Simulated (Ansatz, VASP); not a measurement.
**Ga4SbAs in VASP and in Ansatz**

```
Ga Sb As
1.0
     5.37266    0.00000    0.00000
    -2.68633    4.65286    0.00000
     0.00000    0.00000    5.45184
Ga Sb As
4 1 1
Direct
  0.66667 0.33333 0.00000
  0.50123 0.00246 0.50000
  0.99754 0.49877 0.50000
  0.50123 0.49877 0.50000
  0.33333 0.66667 0.00000
  0.00000 0.00000 0.00000
```

Change from the starting cell: species swapped into the TmAlCo4 type (P-6m2, No. 187).

Alike in both runs: functional PBE; k mesh 12 × 12 × 8; occupations gaussian, width 0.1 eV; no spin polarisation.

Ansatz relaxed the structure, and its values are those at the end. VASP's run is a single point on that final structure, the one shown.

|  | VASP | Ansatz |
| --- | --- | --- |
| version | VASP 6.6.1 | Ansatz 0.2.0 |
| potentials or method | VASP PAW PBE potentials, release 64 (Ga_d, Sb, As), cutoff 520 eV | scalar-relativistic, plane waves, PAW |
| valence electrons in the cell | 62 | 82 |

```tsv
	VASP	Ansatz	Ansatz less VASP
gap on the k mesh at the Fermi level (eV)	none	none	-
pressure (GPa)	0.0	0.0	-0.03
```

A gap of «none» marks a metal or a gap that the smearing closes. VASP's potentials hold 62 valence electrons a cell and Ansatz's 82, so a difference there can come from the potentials and not from the codes.

Spin-orbit coupling is off throughout.
